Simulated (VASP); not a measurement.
# HfN (F-43m) in VASP: notebook

HfN is run at these levels: PBE0, r2SCAN0; tasks: single point.

Everything below comes from runs of VASP 6.6.1. Logs are shortened: lines on timing, memory, paths and dates and some standing lists are left out, and cuts for length are marked.

## Step 1: The cell of the first run

The structure is cubic, space group F-43m (No. 216). The conventional cell has a = 4.910 Å, b = 4.910 Å, c = 4.910 Å, α = 90.00°, β = 90.00°, γ = 90.00°. Within 2.8 Å of Hf (site symmetry -43m) lie 4 N at 2.13 Å. N (site symmetry -43m) has 4 Hf at 2.13 Å within 2.8 Å.

## Step 2: Single point, PBE0

File POSCAR:

```
HfN
1.0
    0.0000000000      2.4548220000      2.4548220000
    2.4548220000      0.0000000000      2.4548220000
    2.4548220000      2.4548220000      0.0000000000
Hf N
1 1
Direct
    0.0000000000      0.0000000000      0.0000000000
    0.2500000000      0.2500000000      0.2500000000
```

File INCAR.step1:

```
SYSTEM = HfN
PREC = Accurate
ENCUT = 520
EDIFF = 1E-5
ISMEAR = -1
SIGMA = 0.05
LREAL = .FALSE.
LASPH = .TRUE.
NELM = 100
ALGO = Normal
ISIF = 2
LWAVE = .TRUE.
LCHARG = .FALSE.
NBANDS = 14
GGA = PE
```

File INCAR.step2:

```
SYSTEM = HfN
PREC = Accurate
ENCUT = 520
EDIFF = 1E-7
ISMEAR = -1
SIGMA = 0.05
LREAL = .FALSE.
LASPH = .TRUE.
NELM = 100
ALGO = Normal
ISIF = 2
LWAVE = .FALSE.
LCHARG = .FALSE.
GGA = PE
LHFCALC = .TRUE.
AEXX = 0.25
PRECFOCK = Normal
NBANDS = 14
ISTART = 1
```

File KPOINTS:

```
Automatic mesh
0
G
  5 5 5
  0 0 0
```

Potentials or basis: VASP PAW PBE potentials, release 64 (Hf_pv, N).

The run is started by

```console
cat potpaw_PBE.64/Hf_pv/POTCAR potpaw_PBE.64/N/POTCAR > POTCAR
cp INCAR.step1 INCAR
mpirun -np 1 vasp_std > vasp.out
cp INCAR.step2 INCAR
mpirun -np 1 vasp_std > vasp.out
```

OUTCAR:

```text
SYSTEM = HfN
   PREC = Accurate
   ENCUT = 520
   EDIFF = 1E-7
   ISMEAR = -1
   LREAL = .FALSE.
   LASPH = .TRUE.
   NELM = 100
   ISIF = 2
   GGA = PE
   LHFCALC = .TRUE.
   AEXX = 0.25
   PRECFOCK = Normal
   ISTART = 1

 ion  position               nearest neighbor table
   1  0.000  0.000  0.000-   2 2.13   2 2.13   2 2.13   2 2.13
   2  0.250  0.250  0.250-   1 2.13   1 2.13   1 2.13   1 2.13

  LATTYP: Found a face centered cubic cell.
 ALAT       =     4.9096440000

  Lattice vectors:

 A1 = (   0.0000000000,   2.4548220000,   2.4548220000)
 A2 = (   2.4548220000,   0.0000000000,   2.4548220000)
 A3 = (   2.4548220000,   2.4548220000,   0.0000000000)

Analysis of symmetry for initial positions (statically):
=====================================================================
 Subroutine PRICEL returns:
 Original cell was already a primitive cell.

 Routine SETGRP: Setting up the symmetry group for a
 face centered cubic supercell.

 Subroutine GETGRP returns: Found 24 space group operations
 (whereof 24 operations were pure point group operations)
 out of a pool of 48 trial point group operations.

The static configuration has the point symmetry T_d .

Analysis of symmetry for dynamics (positions and initial velocities):
=====================================================================
 Subroutine PRICEL returns:
 Original cell was already a primitive cell.

 Routine SETGRP: Setting up the symmetry group for a
 face centered cubic supercell.

 Subroutine GETGRP returns: Found 24 space group operations
 (whereof 24 operations were pure point group operations)
 out of a pool of 48 trial point group operations.

The dynamic configuration has the point symmetry T_d .

 Subroutine INISYM returns: Found 24 space group operations
 (whereof 24 operations are pure point group operations),
 and found     1 'primitive' translations

----------------------------------------------------------------------------------------

                                     Primitive cell

  volume of cell :      29.5863

  direct lattice vectors                    reciprocal lattice vectors
     0.000000000  2.454822000  2.454822000    -0.203680756  0.203680756  0.203680756
     2.454822000  0.000000000  2.454822000     0.203680756 -0.203680756  0.203680756
     2.454822000  2.454822000  0.000000000     0.203680756  0.203680756 -0.203680756

  length of vectors
[... 84 lines left out ...]
   IALGO  =     38    algorithm
   IMIX   =      1    mixing-type and parameters
     AMIX     =   0.40;   BMIX     =  1.00
     AMIX_MAG =   1.60;   BMIX_MAG =  1.00
  volume/ion in A,a.u.               =      14.79        99.83
  Fermi-wavevector in a.u.,A,eV,Ry     =   1.305395  2.466839 23.185087  1.704056
  Thomas-Fermi vector in A             =   2.436267
   LORBIT       =      0    0 simple, 1 ext, 2 COOP (PROOUT), +10 PAW based schemes
   GGA     = PE    functional components
   LHFCALC =     T    Hartree Fock is set to
   PRECFOCK=normal    Normal, Fast or Accurate (Low or Medium for compatibility)
   ENCUT4O =  -1.0   cutoff for four orbital integrals eV
   NKREDX  =     1    reduce k-point grid by
   NKREDY  =     1    reduce k-point grid by
   NKREDZ  =     1    reduce k-point grid by
   AEXX    =    0.2500 exact exchange contribution
   HFSCREEN=    0.0000 screening length (either q_TF or 0.3 A-1)
   HFSCREENC=   0.0000 screening length for correlation (either q_TF or 0.3 A-1)
   ENCUTFOCK=  -1.0 apply spherical cutoff to Coloumb kernel
   IVDW    =     0    specifies the selected vdW correction
   LEPSILON=     F    determine dielectric tensor
   LRPA    =     F    only Hartree local field effects (RPA)
 non-spin polarized calculation
  energy-cutoff  :      520.00
  volume of cell :       29.59
 maximum number of plane-waves:       821
 NGX is ok and might be reduce to    28
  NGX = 20; NGY = 20; NGZ = 20

 number of electron      15.0000001 magnetization

 Free energy of the ion-electron system (eV)
  ---------------------------------------------------
  ext. energy  EPLUGINS =         0.00000000
  ---------------------------------------------------
  free energy    TOTEN  =       -26.21006832 eV

  energy without entropy =      -26.20079816  energy(sigma->0) =      -26.20543324

 E-fermi :   5.8200     XC(G=0):  -8.8453

 val. band max:        5.7466924303   @ k =   0.4000   0.2000   0.0000
 cond. band min:       6.3657374723   @ k =  -0.4000   0.2000   0.0000
 fundamental gap:      0.6190450420
 Fermi energy:         5.8200033113

 k-point     1 :       0.0000    0.0000    0.0000
  band No.  band energies     occupation
      1     -28.1747      2.00000
      2     -28.1747      2.00000
      3     -28.1747      2.00000
      4     -13.0547      2.00000
      5      -1.1039      2.00000
      6      -1.1039      2.00000
      7      -1.1039      2.00000
      8       4.9621      2.00000
      9       9.0273      0.00000
     10       9.0273      0.00000
     11      13.5320      0.00000
     12      13.5320      0.00000
     13      13.5320      0.00000
     14      19.7515      0.00000
[... 139 lines left out ...]
      1     -28.6319      2.00000
      2     -28.4437      2.00000
      3     -28.3328      2.00000
      4     -11.5455      2.00000
      5      -1.5732      2.00000
      6      -0.5349      2.00000
      7       0.6371      2.00000
      8       4.5225      2.00000
      9       8.0899      0.00000
     10      10.2809      0.00000
     11      12.3274      0.00000
     12      13.3301      0.00000
     13      15.2278      0.00000
     14      17.4427      0.00000

------------------------ aborting loop because EDIFF is reached ----------------------------------------

  FORCE on cell =-STRESS in cart. coord.  units (eV):
  Direction    XX          YY          ZZ          XY          YZ          ZX
  --------------------------------------------------------------------------------------
  -------------------------------------------------------------------------------------
  Total       -0.8207018     -0.8207018     -0.8207018      0.0000000     -0.0000000      0.0000000
  in kB      -44.4432627    -44.4432627    -44.4432627      0.0000000     -0.0000000      0.0000000
  external PRESSURE =     -44.4432627 kB  Pullay stress =       0.0000000 kB

 VOLUME and BASIS-vectors are now :
 -----------------------------------------------------------------------------
  energy-cutoff  :      520.00
  volume of cell :       29.59
      direct lattice vectors                 reciprocal lattice vectors
     0.000000000  2.454822000  2.454822000    -0.203680756  0.203680756  0.203680756
     2.454822000  0.000000000  2.454822000     0.203680756 -0.203680756  0.203680756
     2.454822000  2.454822000  0.000000000     0.203680756  0.203680756 -0.203680756

 POSITION                                       TOTAL-FORCE (eV/Angst)
 -----------------------------------------------------------------------------------
      0.00000      0.00000      0.00000         0.000000      0.000000     -0.000000
      1.22741      1.22741      1.22741        -0.000000     -0.000000      0.000000
 -----------------------------------------------------------------------------------
    total drift:                               -0.000000     -0.000000     -0.000000

  FREE ENERGIE OF THE ION-ELECTRON SYSTEM (eV)
  ---------------------------------------------------
  free  energy   TOTEN  =       -26.2100683244 eV

  energy  without entropy=      -26.2007981577  energy(sigma->0) =      -26.20543324
```

Run time: 12 min. Hardware: 1 thread of Intel Xeon Platinum 8259CL at 2.50GHz (Skylake/Cascade Lake), shared host; peak memory 0.17 GiB.

Results:

```
Free energy            : -26.2101 eV
Pressure               : -4.4 GPa
Band gap on the k mesh : zero (an odd number of electrons rules out a gap without spin polarisation)
```

Caveat: the k points lie up to 0.44 Å⁻¹ apart, too coarse for converged energies and pressures of a metal; the PAW data sets were made with another functional, which shifts forces and pressure a little; spin-orbit coupling is left out, which moves the levels of the heavy elements; an odd number of electrons without spin polarisation forces a metal; a magnetic or distorted state may lie lower.

## Step 3: Single point, r2SCAN0

POSCAR is that of step 2.

File INCAR.step1:

```
SYSTEM = HfN
  ALGO = Normal
  EDIFF = 1E-5
  ENCUT = 520
  GGA = PE
  ISIF = 2
  ISMEAR = -1
  LASPH = .True.
  LREAL = .False.
  LWAVE = .True.
  NBANDS = 14
  NELM = 80
  PREC = Accurate
  SIGMA = 0.05
```

File INCAR.step2:

```
SYSTEM = HfN
  AEXX = 0.25
  ALGO = Normal
  EDIFF = 1E-6
  ENCUT = 520
  ISIF = 2
  ISMEAR = -1
  ISTART = 1
  LASPH = .True.
  LCHARG = .True.
  LELF = .True.
  LHFCALC = .True.
  LMIXTAU = .True.
  LREAL = .False.
  LVHAR = .True.
  LWAVE = .False.
  METAGGA = R2SCAN
  NBANDS = 14
  NELM = 80
  PREC = Accurate
  PRECFOCK = Normal
  SIGMA = 0.05
```

File KPOINTS:

```
k-points
0
Gamma
  5 5 5
  0 0 0
```

Potentials or basis: VASP PAW PBE potentials, release 64 (Hf_pv, N).

The run is started by

```console
cat potpaw_PBE.64/Hf_pv/POTCAR potpaw_PBE.64/N/POTCAR > POTCAR
cp INCAR.step1 INCAR
mpirun -np 1 vasp_std > vasp.out
cp INCAR.step2 INCAR
mpirun -np 1 vasp_std > vasp.out
```

OUTCAR:

```text
SYSTEM = HfN
   AEXX = 0.25
   EDIFF = 1E-6
   ENCUT = 520
   ISIF = 2
   ISMEAR = -1
   ISTART = 1
   LASPH = .True.
   LHFCALC = .True.
   LREAL = .False.
   METAGGA = R2SCAN
   NELM = 80
   PREC = Accurate
   PRECFOCK = Normal

 ion  position               nearest neighbor table
   1  0.000  0.000  0.000-   2 2.13   2 2.13   2 2.13   2 2.13
   2  0.250  0.250  0.250-   1 2.13   1 2.13   1 2.13   1 2.13

  LATTYP: Found a face centered cubic cell.
 ALAT       =     4.9096440000

  Lattice vectors:

 A1 = (   0.0000000000,   2.4548220000,   2.4548220000)
 A2 = (   2.4548220000,   0.0000000000,   2.4548220000)
 A3 = (   2.4548220000,   2.4548220000,   0.0000000000)

Analysis of symmetry for initial positions (statically):
=====================================================================
 Subroutine PRICEL returns:
 Original cell was already a primitive cell.

 Routine SETGRP: Setting up the symmetry group for a
 face centered cubic supercell.

 Subroutine GETGRP returns: Found 24 space group operations
 (whereof 24 operations were pure point group operations)
 out of a pool of 48 trial point group operations.

[... 169 lines left out ...]
      6      -1.3244      2.00000
      7      -1.3244      2.00000
      8       5.0155      2.00000
      9       9.1880      0.00000
     10       9.1880      0.00000
     11      13.7585      0.00000
     12      13.7585      0.00000
     13      13.7585      0.00000
     14      18.9755      0.00000
[... 139 lines left out ...]
      1     -29.4947      2.00000
      2     -29.2988      2.00000
      3     -29.1864      2.00000
      4     -12.2232      2.00000
      5      -1.7569      2.00000
      6      -0.7196      2.00000
      7       0.4334      2.00000
      8       4.4828      2.00000
      9       8.2364      0.00000
     10      10.4740      0.00000
     11      12.4926      0.00000
     12      13.5373      0.00000
     13      15.5767      0.00000
     14      17.8250      0.00000

------------------------ aborting loop because EDIFF is reached ----------------------------------------

  FORCE on cell =-STRESS in cart. coord.  units (eV):
  Direction    XX          YY          ZZ          XY          YZ          ZX
  --------------------------------------------------------------------------------------
  -------------------------------------------------------------------------------------
  Total       -1.1225112     -1.1225112     -1.1225112      0.0000000      0.0000000      0.0000000
  in kB      -60.7870738    -60.7870738    -60.7870738      0.0000000      0.0000000      0.0000000
  external PRESSURE =     -60.7870738 kB  Pullay stress =       0.0000000 kB

 VOLUME and BASIS-vectors are now :
 -----------------------------------------------------------------------------
  energy-cutoff  :      520.00
  volume of cell :       29.59
      direct lattice vectors                 reciprocal lattice vectors
     0.000000000  2.454822000  2.454822000    -0.203680756  0.203680756  0.203680756
     2.454822000  0.000000000  2.454822000     0.203680756 -0.203680756  0.203680756
     2.454822000  2.454822000  0.000000000     0.203680756  0.203680756 -0.203680756

 POSITION                                       TOTAL-FORCE (eV/Angst)
 -----------------------------------------------------------------------------------
      0.00000      0.00000      0.00000         0.000000      0.000000     -0.000000
      1.22741      1.22741      1.22741        -0.000000     -0.000000      0.000000
 -----------------------------------------------------------------------------------
    total drift:                               -0.000001     -0.000001     -0.000001

  FREE ENERGIE OF THE ION-ELECTRON SYSTEM (eV)
  ---------------------------------------------------
  free  energy   TOTEN  =       -54.0301715000 eV

  energy  without entropy=      -54.0208982951  energy(sigma->0) =      -54.02553490
```

OUTCAR.step1:

```text
SYSTEM = HfN
   EDIFF = 1E-5
   ENCUT = 520
   GGA = PE
   ISIF = 2
   ISMEAR = -1
   LASPH = .True.
[... 374 lines left out ...]
      0.00000      0.00000      0.00000        -0.000000     -0.000000     -0.000000
      1.22741      1.22741      1.22741         0.000000      0.000000      0.000000
 -----------------------------------------------------------------------------------
    total drift:                               -0.000000     -0.000000     -0.000000

  FREE ENERGIE OF THE ION-ELECTRON SYSTEM (eV)
  ---------------------------------------------------
  free  energy   TOTEN  =       -21.1596835465 eV

  energy  without entropy=      -21.1393402060  energy(sigma->0) =      -21.14951188
```

OSZICAR.step1:

```text
N       E                     dE             d eps       ncg     rms          rms(c)
DAV:   1     0.423556852362E+02    0.42356E+02   -0.76634E+03   280   0.972E+02
DAV:   2    -0.221887063705E+02   -0.64544E+02   -0.60439E+02   382   0.228E+02
DAV:   3    -0.247770721881E+02   -0.25884E+01   -0.25791E+01   322   0.388E+01
DAV:   4    -0.247923880206E+02   -0.15316E-01   -0.15314E-01   352   0.353E+00
DAV:   5    -0.247925548857E+02   -0.16687E-03   -0.16686E-03   304   0.326E-01    0.536E+01
DAV:   6    -0.213040359042E+02    0.34885E+01   -0.13337E+01   304   0.252E+01    0.395E+01
DAV:   7    -0.211798194775E+02    0.12422E+00   -0.76494E-01   292   0.763E+00    0.257E+01
DAV:   8    -0.211688104773E+02    0.11009E-01   -0.11859E-01   352   0.309E+00    0.754E+00
DAV:   9    -0.211597136130E+02    0.90969E-02   -0.24386E-02   316   0.116E+00    0.161E+00
DAV:  10    -0.211596869829E+02    0.26630E-04   -0.12902E-03   328   0.324E-01    0.113E-01
DAV:  11    -0.211596835465E+02    0.34364E-05   -0.67873E-05   340   0.761E-02
   1 F= -.21159684E+02 E0= -.21149512E+02  d E =-.203433E-01
```

Wall time 12 min (1 thread of Intel Xeon Platinum 8259CL at 2.50GHz (Skylake/Cascade Lake), shared host); peak memory 0.17 GiB.

Results:

```yaml
Free_energy: -54.0302 eV
Pressure: -6.1 GPa
Band_gap_on_the_k_mesh: zero (an odd number of electrons rules out a gap without spin polarisation)
```

Caveat: the k points lie up to 0.44 Å⁻¹ apart, too coarse for converged energies and pressures of a metal; the PAW data sets were made with another functional, which shifts forces and pressure a little; spin-orbit coupling is left out, which moves the levels of the heavy elements; an odd number of electrons without spin polarisation forces a metal; a magnetic or distorted state may lie lower.

The gap in the log of VASP goes by the Fermi energy; the results here count the filled bands.